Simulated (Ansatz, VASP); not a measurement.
## Two plane-wave programs on AgCl

The input INCAR:

```
SYSTEM = AgCl
PREC = Accurate
ENCUT = 630
EDIFF = 1E-6
ISMEAR = -1
SIGMA = 0.02
LREAL = .FALSE.
LASPH = .TRUE.
NELM = 120
ALGO = Normal
ISIF = 2
LWAVE = .FALSE.
LCHARG = .FALSE.
GGA = PE
NBANDS = 20
GGA_COMPAT = .FALSE.
```

KPOINTS

```
regular mesh
0
G
  8 8 8
  0 0 0
```

POSCAR

```
AgCl
1.0
    3.3955880382     -0.0633277169      0.0000000000
   -0.0633277169      3.3955880382      0.0000000000
    0.0000000000      0.0000000000      3.3955880382
Ag Cl
1 1
Direct
    0.0000000000      0.0000000000      0.0000000000
    0.5000000000      0.5000000000      0.5000000000
```

Input for Ansatz:

```yaml
crystal:
  lattice:
    - [3.3955880382, -0.0633277169, 0.0]
    - [-0.0633277169, 3.3955880382, 0.0]
    - [0.0, 0.0, 3.3955880382]
  atoms:
    - { symbol: Ag, position: [0.0, 0.0, 0.0] }
    - { symbol: Cl, position: [0.5, 0.5, 0.5] }
kpoints:
  mp_grid: { grid: [8, 8, 8] }
  band_path:
    path:
      - [0.0, 0.0, 0.0]
      - [0.0, 0.5, 0.0]
      - [0.5, 0.5, 0.0]
      - [0.5, 0.5, 0.5]
      - [0.0, 0.0, 0.5]
    npoints: 1
hamiltonian:
  xc: pbe
scf:
  occupations: { method: fermi_dirac, width: 0.02 }
  n_extra_bands: 4
output:
  forces: true
  stress: true
  eigenvalues: true
```

Change from the starting cell: shear_xy strain -3.7%.

Alike in both runs: task single point; functional PBE; k mesh 8 × 8 × 8; occupations fermi-dirac, width 0.02 eV; no spin polarisation.

|  | VASP | Ansatz |
| --- | --- | --- |
| version | VASP 6.6.1 | Ansatz 0.2.0 |
| potentials or method | VASP PAW PBE potentials, release 64 (Ag_sv_GW, Cl) | plane waves, PAW |
| plane-wave cutoff (eV) | 630 | 420 |
| valence electrons in the cell | 26 | 26 |

|  | VASP | Ansatz | Ansatz less VASP |
| --- | --- | --- | --- |
| pressure (GPa) | 1.5 | 1.7 | +0.12 |
| traceless stress, the component that is largest in VASP (GPa) | -0.40 | -0.40 | +0.006 |

With one functional, cell and mesh, what is left measures potentials, basis and numerics.
